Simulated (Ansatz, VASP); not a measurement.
## W: VASP beside Ansatz

```
W
1.0
     0.00000    2.03074    2.03074
     2.03074    0.00000    2.03074
     2.03074    2.03074    0.00000
W
1
Cartesian
  0.0000 0.0000 0.0000
```

Alike in both runs: task single point; functional PBEsol; k mesh 8 × 8 × 8; occupations gaussian, width 0.1 eV; no spin polarisation.

|  | VASP | Ansatz |
| --- | --- | --- |
| version | VASP 6.6.1 | Ansatz 0.2.0 |
| potentials or method | VASP PAW PBE potentials, release 64 (W_sv), cutoff 500 eV | scalar-relativistic, plane waves, PAW |
| valence electrons in the cell | 14 | 14 |

```tsv
	VASP	Ansatz	Ansatz less VASP
gap on the k mesh at the Fermi level (eV)	none	none	-
pressure (GPa)	-12.1	-12.5	-0.42
```

VASP's potentials were made for PBE, not for PBEsol. A gap of «none» marks a metal or a gap that the smearing closes.

Neither program's run includes spin-orbit coupling.
